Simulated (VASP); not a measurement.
Here is a VASP 6.6.1 calculation.

INCAR

```
SYSTEM = ScBSbP3
PREC = Accurate
ENCUT = 520
EDIFF = 1E-6
ISMEAR = 0
SIGMA = 0.1
LREAL = .FALSE.
LASPH = .TRUE.
NELM = 60
ALGO = Normal
ISIF = 2
LWAVE = .FALSE.
LCHARG = .FALSE.
GGA = PE
NBANDS = 26
```

File KPOINTS:

```
regular mesh
0
G
  4 4 4
  0 0 0
```

File POSCAR:

```
ScBSbP3
1.0
    4.2199628610      0.0000000000      0.0000000000
    0.0000000000      4.6410043703      0.0000000000
    0.0000000000      0.0000000000      6.8765192941
Sc B Sb P
1 1 1 3
Direct
    0.0000000000      0.0000000000      0.0000000000
    0.0000000000      0.0000000000      0.5000000000
    0.5000000000      0.0000000000      0.5000000000
    0.5000000000      0.5000000000      0.6783145374
    0.5000000000      0.5000000000      0.3216854626
    0.5000000000      0.5000000000      0.0000000000
```

Potentials or basis: VASP PAW PBE potentials, release 64 (Sc_sv, B, Sb, P).

Launch:

```bash
$ cat potpaw_PBE.64/Sc_sv/POTCAR potpaw_PBE.64/B/POTCAR potpaw_PBE.64/Sb/POTCAR potpaw_PBE.64/P/POTCAR > POTCAR
$ mpirun -np 1 vasp_std > vasp.out
```

Question: Predict the largest force.

Answer: 0.025 eV/Å.

Question: Estimate the pressure.

Answer: 0.2 GPa.

Question: What does it give for the band gap on the k mesh?

Answer: Zero (band 17 reaches 5.64 eV, above the bottom of band 18 at 4.50 eV).

Forces on the atoms (eV/Å):
```
Sc   0.000  0.000  0.000
B    0.000  0.000  0.000
Sb   0.000  0.000  0.000
P    0.000  0.000  0.025
P    0.000  0.000 -0.025
P    0.000  0.000  0.000
```

Caveat: the k points lie up to 0.37 Å⁻¹ apart; spin-orbit coupling is left out, which moves the levels of the heavy elements.
